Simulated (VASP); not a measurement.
A run of VASP 6.6.1 is set up as follows.

File INCAR:

```
  ALGO = Normal
  EDIFF = 1E-7
  ENCUT = 520
  ISIF = 2
  ISMEAR = -1
  LASPH = True
  LCHARG = False
  LREAL = False
  LWAVE = False
  NBANDS = 17
  NELM = 80
  PREC = Accurate
  SIGMA = 0.02
```

File KPOINTS:

```
k-points
0
Gamma
  6 6 6
```

File POSCAR:

```
SnSe
1.0
    0.0000000000      3.3639844462      3.3639844462
    3.3639844462      0.0000000000      3.3639844462
    3.3639844462      3.3639844462      0.0000000000
Sn Se
1 1
Direct
    0.0000000000      0.0000000000      0.0000000000
    0.2500000000      0.2500000000      0.2500000000
```

Potentials or basis: VASP PAW LDA potentials, release 64 (Sn_d, Se).

Launch:

```console
$ cat potpaw_LDA.64/Sn_d/POTCAR potpaw_LDA.64/Se/POTCAR > POTCAR
$ mpirun -np 1 vasp_std > vasp.out
```

Task: What does it give for the pressure?

Result: -2.0 GPa.

Task: What does it give for the band gap on the k mesh?

Result: 0.05 eV, indirect (least direct gap 0.56 eV).

Caveat: spin-orbit coupling is left out, which moves the levels of the heavy elements. A k mesh can miss the band edges.
